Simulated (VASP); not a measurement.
A run of VASP 6.6.1 is set up as follows.

Contents of INCAR:

```
PREC = Accurate
ENCUT = 520
EDIFF = 1E-6
ISMEAR = 0
SIGMA = 0.1
LREAL = F
LASPH = T
NELM = 60
ALGO = Normal
ISIF = 2
LWAVE = F
LCHARG = F
GGA = PE
NBANDS = 18
```

The input KPOINTS:

```
Automatic mesh
0
Gamma
  12 12 12
```

Contents of POSCAR:

```
Au
1.0
    3.3013090383      0.0000000000      0.0000000000
    0.0000000000      3.3013090383      0.0000000000
    0.0000000000      0.0000000000      3.3013090383
Au
2
Direct
    0.0000000000      0.0000000000      0.0000000000
    0.5000000000      0.5000000000      0.5000000000
```

Potentials or basis: VASP PAW PBE potentials, release 64 (Au).

Command:

```sh
$ cat potpaw_PBE.64/Au/POTCAR > POTCAR
$ mpirun -np 1 vasp_std > vasp.out
```

Q: What does it give for the pressure?

A: 0.0 GPa.

Q: What does it give for the band gap on the k mesh?

A: Zero (band 11 reaches 11.44 eV, above the bottom of band 12 at 6.71 eV).

Caveat: spin-orbit coupling is left out, which moves the levels of the heavy elements.
